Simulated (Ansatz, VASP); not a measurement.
Ru3S in VASP and in Ansatz

```
Ru S
1.0
     3.79850    0.00000    0.00000
     0.00000    3.79850    0.00000
     0.00000    0.00000    3.79850
Ru S
3 1
Direct
  0.00000 0.50000 0.50000
  0.50000 0.00000 0.50000
  0.50000 0.50000 0.00000
  0.00000 0.00000 0.00000
```

Alike in both runs: functional PBE; k mesh 12 × 12 × 12; occupations gaussian, width 0.1 eV; no spin polarisation.

Ansatz relaxed the structure, and its values are those at the end. VASP's run is a single point on that final structure, the one shown.

|  | VASP | Ansatz |
| --- | --- | --- |
| version | VASP 6.6.1 | Ansatz 0.2.0 |
| potentials or method | VASP PAW PBE potentials, release 64 (Ru_pv, S), cutoff 520 eV | scalar-relativistic, plane waves, PAW |
| valence electrons in the cell | 48 | 54 |

```tsv
	VASP	Ansatz	Ansatz less VASP
gap on the k mesh at the Fermi level (eV)	none	none	-
pressure (GPa)	0.0	0.0	-0.04
```

A gap of «none» marks a metal or a gap that the smearing closes. VASP's potentials hold 48 valence electrons a cell and Ansatz's 54, so a difference there can come from the potentials and not from the codes.
